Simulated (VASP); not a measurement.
# PbO2 (P4_2/mnm) in VASP: a series of runs

Runs on PbO2. Level: PBE. Tasks: single point.

Program: VASP 6.6.1. These are calculated values, not measurements. Logs are shortened: lines on timing, memory, paths and dates and some standing lists are left out, and cuts for length are marked.

### 1 The cell of the first run

It takes space group P4_2/mnm (No. 136, tetragonal). Conventional cell: a = 4.984 Å, b = 4.984 Å, c = 3.271 Å, α = 90.00°, β = 90.00°, γ = 90.00°. Pb (site symmetry mmm) has 6 O at 2.13 to 2.15 Å within 2.8 Å. O (site symmetry m2m) has 3 Pb at 2.13 to 2.15 Å and 1 O at 2.74 Å within 2.8 Å.

### 2 Single point, PBE (uniaxial z strain -4.0%)

INCAR reads:

```
SYSTEM = PbO2
ALGO     = Normal         ! electronic algorithm
EDIFF    = 1E-6           ! SCF threshold, eV
ENCUT    = 520            ! plane-wave cutoff, eV
GGA      = PE             ! functional
ISIF     = 2              ! what is computed and relaxed
ISMEAR   = -1             ! smearing method
LASPH    = .True.         ! aspherical terms in the spheres
LCHARG   = .False.        ! write CHGCAR
LREAL    = .False.        ! projectors in reciprocal space
LWAVE    = .False.        ! write WAVECAR
NBANDS   = 35             ! bands
NELM     = 80             ! most SCF steps
PREC     = Accurate       ! precision mode
SIGMA    = 0.02           ! smearing width, eV
```

KPOINTS reads:

```
k-points
0
Gamma
  6 6 8
  0 0 0
```

POSCAR reads:

```
PbO2
1.0
    4.9838460811      0.0000000000      0.0000000000
    0.0000000000      4.9838460811      0.0000000000
    0.0000000000      0.0000000000      3.2713174110
Pb O
2 4
Direct
    0.0000000000      0.0000000000      0.0000000000
    0.5000000000      0.5000000000      0.5000000000
    0.3055656060      0.3055656060      0.0000000000
    0.1944343940      0.8055656060      0.5000000000
    0.8055656060      0.1944343940      0.5000000000
    0.6944343940      0.6944343940      0.0000000000
```

Potentials or basis: VASP PAW PBE potentials, release 64 (Pb_d, O).

Command:

```
cat potpaw_PBE.64/Pb_d/POTCAR potpaw_PBE.64/O/POTCAR > POTCAR
mpirun -np 1 vasp_std > vasp.out
```

OUTCAR:

```text
SYSTEM = PbO2
   EDIFF = 1E-6
   ENCUT = 520
   GGA = PE
   ISIF = 2
   ISMEAR = -1
   LASPH = .True.
   LREAL = .False.
   NELM = 80
   PREC = Accurate

 ion  position               nearest neighbor table
   1  0.000  0.000  0.000-   4 2.13   5 2.13   4 2.13   5 2.13   3 2.15   6 2.15   2 3.89   2 3.89
                             2 3.89   2 3.89   2 3.89   2 3.89   2 3.89   2 3.89
   2  0.500  0.500  0.500-   3 2.13   6 2.13   3 2.13   6 2.13   5 2.15   4 2.15   1 3.89   1 3.89
                             1 3.89   1 3.89   1 3.89   1 3.89   1 3.89   1 3.89
   3  0.306  0.306  0.000-   2 2.13   2 2.13   1 2.15
   4  0.194  0.806  0.500-   1 2.13   1 2.13   2 2.15
   5  0.806  0.194  0.500-   1 2.13   1 2.13   2 2.15
   6  0.694  0.694  0.000-   2 2.13   2 2.13   1 2.15

  LATTYP: Found a simple tetragonal cell.
 ALAT       =     4.9838460811
 C/A-ratio  =     0.6563841174

  Lattice vectors:

 A1 = (   4.9838460811,   0.0000000000,   0.0000000000)
 A2 = (   0.0000000000,   4.9838460811,   0.0000000000)
 A3 = (   0.0000000000,   0.0000000000,   3.2713174110)

Analysis of symmetry for initial positions (statically):
=====================================================================
 Subroutine PRICEL returns:
 Original cell was already a primitive cell.

 Routine SETGRP: Setting up the symmetry group for a
 simple tetragonal supercell.

 Subroutine GETGRP returns: Found 16 space group operations
 (whereof  8 operations were pure point group operations)
 out of a pool of 16 trial point group operations.

The static configuration has the point symmetry D_2h.
 The point group associated with its full space group is D_4h.

Analysis of symmetry for dynamics (positions and initial velocities):
=====================================================================
 Subroutine PRICEL returns:
 Original cell was already a primitive cell.

 Routine SETGRP: Setting up the symmetry group for a
 simple tetragonal supercell.

 Subroutine GETGRP returns: Found 16 space group operations
 (whereof  8 operations were pure point group operations)
 out of a pool of 16 trial point group operations.

The dynamic configuration has the point symmetry D_2h.
 The point group associated with its full space group is D_4h.

 Subroutine INISYM returns: Found 16 space group operations
 (whereof  8 operations are pure point group operations),
 and found     1 'primitive' translations

----------------------------------------------------------------------------------------

                                     Primitive cell

[... 102 lines left out ...]
   IBRION =     -1    ionic relax: 0-MD 1-quasi-New 2-CG
   NFREE  =      0    steps in history (QN), initial steepest desc. (CG)
   ISIF   =      2    stress and relaxation
   ISYM   =      2    0-nonsym 1-usesym 2-fastsym
   POTIM  = 0.5000    time-step for ionic-motion
   TEBEG  =    0.0;   TEEND  =   0.0 temperature during run
   PSTRESS=    0.0 pullay stress
   NELECT =      52.0000    total number of electrons
   NUPDOWN=      -1.0000    fix difference up-down
   EMIN   =  10.00;   EMAX   =-10.00  energy-range for DOS
   EFERMI =   0.00;   METHOD = LEGACY
   ISMEAR =    -1;   SIGMA  =   0.02  broadening in eV -4-tet -1-fermi 0-gaus
   EFERMI_NEDOS =   21; number of points for ismear=-14 and -15
   IALGO  =     38    algorithm
   IMIX   =      4    mixing-type and parameters
     AMIX     =   0.40;   BMIX     =  1.00
     AMIX_MAG =   1.60;   BMIX_MAG =  1.00
  volume/ion in A,a.u.               =      13.54        91.39
  Fermi-wavevector in a.u.,A,eV,Ry     =   1.410778  2.665984 27.079596  1.990294
  Thomas-Fermi vector in A             =   2.532697
   LORBIT       =      0    0 simple, 1 ext, 2 COOP (PROOUT), +10 PAW based schemes
   GGA     = PE    functional components
   LHFCALC =     F    Hartree Fock is set to
   AEXX    =    0.0000 exact exchange contribution
   IVDW    =     0    specifies the selected vdW correction
   LEPSILON=     F    determine dielectric tensor
   LRPA    =     F    only Hartree local field effects (RPA)
 non-spin polarized calculation
  energy-cutoff  :      520.00
  volume of cell :       81.26
 maximum number of plane-waves:      2208
 NGX is ok and might be reduce to    40
   NGX = 19   NGY = 19   NGZ = 13

 number of electron      52.0000013 magnetization

 Free energy of the ion-electron system (eV)
  ---------------------------------------------------
  ext. energy  EPLUGINS =         0.00000000
  ---------------------------------------------------
  free energy    TOTEN  =       -31.48774750 eV

  energy without entropy =      -31.48760336  energy(sigma->0) =      -31.48767543

 E-fermi :   4.7199     XC(G=0): -10.8299

 val. band max:        4.6509863371   @ k =   0.0000   0.0000   0.1250
 cond. band min:       4.7586619074   @ k =   0.0000   0.0000   0.0000
 fundamental gap:      0.1076755703
 Fermi energy:         4.7199223565

 k-point     1 :       0.0000    0.0000    0.0000
  band No.  band energies     occupation
      1     -13.9162      2.00000
      2     -13.7481      2.00000
      3     -12.0350      2.00000
      4     -12.0350      2.00000
      5     -10.9385      2.00000
      6     -10.6944      2.00000
[... 901 lines left out ...]
     34      16.3061      0.00000
     35      17.2682      0.00000

 [... further k-points ...]

------------------------ aborting loop because EDIFF is reached ----------------------------------------

  FORCE on cell =-STRESS in cart. coord.  units (eV):
  Direction    XX          YY          ZZ          XY          YZ          ZX
  --------------------------------------------------------------------------------------
  -------------------------------------------------------------------------------------
  Total        6.1036394      6.1036394     10.4747130      0.0000000      0.0000000      0.0000000
  in kB      120.3503959    120.3503959    206.5383904      0.0000000      0.0000000      0.0000000
  external PRESSURE =     149.0797274 kB  Pullay stress =       0.0000000 kB

 VOLUME and BASIS-vectors are now :
 -----------------------------------------------------------------------------
  energy-cutoff  :      520.00
  volume of cell :       81.26
      direct lattice vectors                 reciprocal lattice vectors
     4.983846081  0.000000000  0.000000000     0.200648251  0.000000000  0.000000000
     0.000000000  4.983846081  0.000000000     0.000000000  0.200648251  0.000000000
     0.000000000  0.000000000  3.271317411     0.000000000  0.000000000  0.305687243

 POSITION                                       TOTAL-FORCE (eV/Angst)
 -----------------------------------------------------------------------------------
      0.00000      0.00000      0.00000         0.000000      0.000000      0.000000
      2.49192      2.49192      1.63566         0.000000      0.000000      0.000000
      1.52289      1.52289      0.00000        -0.059100     -0.059100      0.000000
      0.96903      4.01481      1.63566         0.059100     -0.059100      0.000000
      4.01481      0.96903      1.63566        -0.059100      0.059100     -0.000000
      3.46095      3.46095      0.00000         0.059100      0.059100     -0.000000
 -----------------------------------------------------------------------------------
    total drift:                               -0.000000      0.000000     -0.000000

  FREE ENERGIE OF THE ION-ELECTRON SYSTEM (eV)
  ---------------------------------------------------
  free  energy   TOTEN  =       -31.4877475004 eV

  energy  without entropy=      -31.4876033614  energy(sigma->0) =      -31.48767543
```

stdout:

```text
POSCAR found type information on POSCAR PbO
 POSCAR found :  2 types and       6 ions
 scaLAPACK will be used
 LDA part: xc-table for (Slater+PW92), standard interpolation
 POSCAR, INCAR and KPOINTS ok, starting setup
 FFT: planning ... GRIDC
 FFT: planning ... GRID_SOFT
 FFT: planning ... GRID
 WAVECAR not read
 entering main loop
```

Wall time 1.8 min (1 thread of Intel Xeon Platinum 8259CL at 2.50GHz (Skylake/Cascade Lake), shared host); peak memory 0.25 GiB.

Results:

* Free energy: -31.4877 eV
* Pressure: 14.9 GPa
* Largest force: 0.084 eV/Å
* Band gap on the k mesh: 0.11 eV (least direct gap 0.32 eV)

Forces on the atoms (eV/Å):
```
Pb   0.000  0.000  0.000
Pb   0.000  0.000  0.000
O   -0.059 -0.059  0.000
O    0.059 -0.059  0.000
O   -0.059  0.059  0.000
O    0.059  0.059  0.000
```

Caveat: the cell differs from its parent crystal (uniaxial z strain -4.0%); the cell stands under pressure; spin-orbit coupling is left out, which moves the levels of the heavy elements. A k mesh can miss the band edges.

### 3 Single point, PBE (uniaxial z strain -3.0%)

INCAR reads:

```
  ALGO = Normal
  EDIFF = 1E-7
  ENCUT = 520
  GGA = PE
  ISIF = 2
  ISMEAR = -1
  LASPH = T
  LCHARG = T
  LELF = T
  LREAL = F
  LVHAR = T
  LWAVE = F
  NBANDS = 35
  NELM = 100
  PREC = Accurate
  SIGMA = 0.02
```

KPOINTS reads:

```
k-points
0
Gamma
  6 6 8
```

POSCAR reads:

```
PbO2
1.0
    4.9838460811      0.0000000000      0.0000000000
    0.0000000000      4.9838460811      0.0000000000
    0.0000000000      0.0000000000      3.3053936340
Pb O
2 4
Direct
    0.0000000000      0.0000000000      0.0000000000
    0.5000000000      0.5000000000      0.5000000000
    0.3061011486      0.3061011486      0.0000000000
    0.1938988514      0.8061011486      0.5000000000
    0.8061011486      0.1938988514      0.5000000000
    0.6938988514      0.6938988514      0.0000000000
```

Potentials or basis: VASP PAW PBE potentials, release 64 (Pb_d, O).

Command:

```
cat potpaw_PBE.64/Pb_d/POTCAR potpaw_PBE.64/O/POTCAR > POTCAR
mpirun -np 1 vasp_std > vasp.out
```

Wall time 2.3 min (1 thread of Intel Xeon Platinum 8259CL at 2.50GHz (Skylake/Cascade Lake), shared host); peak memory 0.26 GiB.

It converged, with:

```
Free energy            : -31.5870 eV
Pressure               : 12.6 GPa
Largest force          : 0.072 eV/Å
Band gap on the k mesh : 0.11 eV (least direct gap 0.29 eV)
```

Forces on the atoms (eV/Å):
```
Pb   0.000  0.000  0.000
Pb   0.000  0.000  0.000
O   -0.051 -0.051  0.000
O    0.051 -0.051  0.000
O   -0.051  0.051  0.000
O    0.051  0.051  0.000
```

Stress tensor (GPa, compression positive):
```
10.43  0.00  0.00
 0.00 10.43  0.00
 0.00  0.00 16.97
```

Levels at points of the mesh, in eV from the valence-band top:
```
           k point  band 22  band 23  band 24  band 25  band 26  band 27  band 28  band 29  band 30  band 31
(0.00, 0.00, 0.00)    -0.64    -0.64    -0.48    -0.48    -0.33     0.11     4.79     6.21     6.21     9.77
(0.50, 0.00, 0.00)    -1.36    -0.53    -0.53    -0.39    -0.39     2.72     2.72     6.88     6.88    10.02
(0.50, 0.50, 0.00)    -1.61    -0.53    -0.53    -0.52    -0.52     3.25     3.25     7.12     7.12    10.32
(0.00, 0.00, 0.50)    -2.00    -1.15    -1.15    -0.79    -0.79     4.08     4.08     9.05     9.05    10.26
(0.50, 0.00, 0.50)    -1.06    -0.83    -0.83    -0.17    -0.17     4.38     4.38     7.48     7.48    10.50
(0.50, 0.50, 0.50)    -1.90    -0.68    -0.68    -0.57    -0.57     3.08     3.08     8.56     8.56    10.02
```

Caveat: the cell differs from its parent crystal (uniaxial z strain -3.0%); the cell stands under pressure; spin-orbit coupling is left out, which moves the levels of the heavy elements.

### 4 Single point, PBE (uniaxial z strain -2.0%)

INCAR reads:

```
PREC = Accurate
ENCUT = 520
EDIFF = 1E-7
ISMEAR = -1
SIGMA = 0.02
LREAL = F
LASPH = T
NELM = 100
ALGO = Normal
ISIF = 2
LWAVE = F
LCHARG = T
GGA = PE
LELF = T
LVHAR = T
NBANDS = 35
```

KPOINTS reads:

```
regular mesh
0
Gamma
  6 6 8
```

POSCAR reads:

```
PbO2
1.0
    4.9838460811      0.0000000000      0.0000000000
    0.0000000000      4.9838460811      0.0000000000
    0.0000000000      0.0000000000      3.3394698570
Pb O
2 4
Direct
    0.0000000000      0.0000000000      0.0000000000
    0.5000000000      0.5000000000      0.5000000000
    0.3065771185      0.3065771185      0.0000000000
    0.1934228815      0.8065771185      0.5000000000
    0.8065771185      0.1934228815      0.5000000000
    0.6934228815      0.6934228815      0.0000000000
```

Command:

```
cat potpaw_PBE.64/Pb_d/POTCAR potpaw_PBE.64/O/POTCAR > POTCAR
mpirun -np 1 vasp_std > vasp.out
```

Wall time 2.2 min (1 thread of Intel Xeon Platinum 8259CL at 2.50GHz (Skylake/Cascade Lake), shared host); peak memory 0.26 GiB.

Results (log left out):

- Free energy: -31.6677 eV
- Pressure: 10.5 GPa
- Largest force: 0.062 eV/Å
- Band gap on the k mesh: 0.10 eV (least direct gap 0.23 eV)

Forces on the atoms (eV/Å):
```
Pb   0.000  0.000  0.000
Pb   0.000  0.000  0.000
O   -0.044 -0.044  0.000
O    0.044 -0.044  0.000
O   -0.044  0.044  0.000
O    0.044  0.044  0.000
```

Stress tensor (GPa, compression positive):
```
 8.93  0.00  0.00
 0.00  8.93  0.00
 0.00  0.00 13.54
```

Levels at points of the mesh, in eV from the valence-band top:
```tsv
k point	band 23	band 24	band 25	band 26	band 27	band 28	band 29	band 30
(0.00, 0.00, 0.00)	-0.61	-0.52	-0.52	-0.43	0.10	4.62	6.11	6.11
(0.50, 0.00, 0.00)	-0.56	-0.56	-0.38	-0.38	2.63	2.63	6.76	6.76
(0.50, 0.50, 0.00)	-0.57	-0.57	-0.50	-0.50	3.12	3.12	7.01	7.01
(0.00, 0.00, 0.50)	-1.13	-1.13	-0.78	-0.78	3.98	3.98	9.02	9.02
(0.50, 0.00, 0.50)	-0.80	-0.80	-0.17	-0.17	4.29	4.29	7.45	7.45
(0.50, 0.50, 0.50)	-0.67	-0.67	-0.55	-0.55	3.01	3.01	8.50	8.50
```

Caveat: the cell differs from its parent crystal (uniaxial z strain -2.0%); the cell stands under pressure; spin-orbit coupling is left out, which moves the levels of the heavy elements.

### 5 Single point, PBE (uniaxial z strain -1.0%)

INCAR reads:

```
  ALGO = Normal
  EDIFF = 1E-6
  ENCUT = 520
  GGA = PE
  ISIF = 2
  ISMEAR = -1
  LASPH = True
  LCHARG = False
  LREAL = False
  LWAVE = False
  NBANDS = 35
  NELM = 80
  PREC = Accurate
  SIGMA = 0.02
```

KPOINTS reads:

```
k-points
0
Gamma
  6 6 8
```

POSCAR reads:

```
PbO2
1.0
    4.9838460811      0.0000000000      0.0000000000
    0.0000000000      4.9838460811      0.0000000000
    0.0000000000      0.0000000000      3.3735460800
Pb O
2 4
Direct
    0.0000000000      0.0000000000      0.0000000000
    0.5000000000      0.5000000000      0.5000000000
    0.3070292110      0.3070292110      0.0000000000
    0.1929707890      0.8070292110      0.5000000000
    0.8070292110      0.1929707890      0.5000000000
    0.6929707890      0.6929707890      0.0000000000
```

Command:

```
cat potpaw_PBE.64/Pb_d/POTCAR potpaw_PBE.64/O/POTCAR > POTCAR
mpirun -np 1 vasp_std > vasp.out
```

Wall time 2.2 min (1 thread of Intel Xeon Platinum 8259CL at 2.50GHz (Skylake/Cascade Lake), shared host); peak memory 0.26 GiB.

Results (log left out):

```
Free energy            : -31.7311 eV
Pressure               : 8.5 GPa
Largest force          : 0.058 eV/Å
Band gap on the k mesh : 0.10 eV (least direct gap 0.17 eV)
```

Forces on the atoms (eV/Å):
```
Pb   0.000  0.000  0.000
Pb   0.000  0.000  0.000
O   -0.041 -0.041  0.000
O    0.041 -0.041  0.000
O   -0.041  0.041  0.000
O    0.041  0.041  0.000
```

Stress tensor (GPa, compression positive):
```
 7.53  0.00  0.00
 0.00  7.53  0.00
 0.00  0.00 10.40
```

Levels at points of the mesh, in eV from the valence-band top:
```csv
k point,band 22,band 23,band 24,band 25,band 26,band 27,band 28,band 29,band 30,band 31
"(0.00, 0.00, 0.00)",-0.59,-0.59,-0.55,-0.55,-0.53,0.10,4.45,6.02,6.02,9.74
"(0.50, 0.00, 0.00)",-1.32,-0.59,-0.59,-0.37,-0.37,2.54,2.54,6.64,6.64,9.91
"(0.50, 0.50, 0.00)",-1.57,-0.60,-0.60,-0.48,-0.48,2.99,2.99,6.90,6.90,10.23
"(0.00, 0.00, 0.50)",-1.98,-1.11,-1.11,-0.77,-0.77,3.89,3.89,8.99,8.99,9.89
"(0.50, 0.00, 0.50)",-1.05,-0.78,-0.78,-0.17,-0.17,4.19,4.19,7.42,7.42,10.15
"(0.50, 0.50, 0.50)",-1.86,-0.66,-0.66,-0.53,-0.53,2.94,2.94,8.44,8.44,9.93
```

Caveat: the cell differs from its parent crystal (uniaxial z strain -1.0%); the cell stands under pressure; spin-orbit coupling is left out, which moves the levels of the heavy elements. A k mesh can miss the band edges.

(Part 1 of 2 ends here.)
